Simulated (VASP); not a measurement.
Write the native input for VASP 6.6.1 that does the following.

| Property | Result |
| --- | --- |
| Task | single point |
| Functional | PBE0 |
| Potentials or basis | VASP PAW PBE potentials, release 64 (Zn) |
| Cutoff | 520 eV |
| k mesh | 6 × 6 × 6 |
| Occupations | fermi-dirac, width 0.05 eV |
| Spin | no spin polarisation |
| Dipole correction | no |
| Grid for exact exchange (PRECFOCK) | Normal |
| Further INCAR settings | ALGO = Normal; EDIFF = 1e-07; NBANDS = 12 |
| Share of exact exchange | 0.25 |

Crystal: Zn.

```
Zn
1.0
     0.00000    1.92467    1.92467
     1.92467    0.00000    1.92467
     1.92467    1.92467    0.00000
Zn
1
Direct
  0.00000 0.00000 0.00000
```

This isn't the form of Zn at room conditions, which is hcp.

One way to write it, as run:

POSCAR

```
Zn
1.0
    0.0000000000      1.9246672763      1.9246672763
    1.9246672763      0.0000000000      1.9246672763
    1.9246672763      1.9246672763      0.0000000000
Zn
1
Direct
    0.0000000000      0.0000000000      0.0000000000
```

INCAR.step1

```
PREC = Accurate
ENCUT = 520
EDIFF = 1E-5
ISMEAR = -1
SIGMA = 0.05
LREAL = F
LASPH = T
NELM = 80
ALGO = Normal
ISIF = 2
LWAVE = T
LCHARG = F
GGA = PE
NBANDS = 12
```

INCAR.step2

```
PREC = Accurate
ENCUT = 520
EDIFF = 1E-7
ISMEAR = -1
SIGMA = 0.05
LREAL = F
LASPH = T
NELM = 80
ALGO = Normal
ISIF = 2
LWAVE = F
LCHARG = F
GGA = PE
LHFCALC = T
AEXX = 0.25
PRECFOCK = Normal
ISTART = 1
NBANDS = 12
```

KPOINTS

```
regular mesh
0
Gamma
  6 6 6
```

Potentials or basis: VASP PAW PBE potentials, release 64 (Zn).

The run is started by

```bash
$ cat potpaw_PBE.64/Zn/POTCAR > POTCAR
$ cp INCAR.step1 INCAR
$ mpirun -np 1 vasp_std > vasp.out
$ cp INCAR.step2 INCAR
$ mpirun -np 1 vasp_std > vasp.out
```

It gave:

```json
{
 "Pressure": "4.5 GPa",
 "Band gap on the k mesh": "zero (bands 6 and 7 overlap by 2.46 eV)"
}
```

Caveat: the k points lie up to 0.47 Å⁻¹ apart, too coarse for converged energies and pressures of a metal; the PAW data sets were made with another functional, which shifts forces and pressure a little.

Run time: 12 min on 1 thread of Intel Xeon 8259CL, with other jobs on the host, peak memory 0.13 GiB.
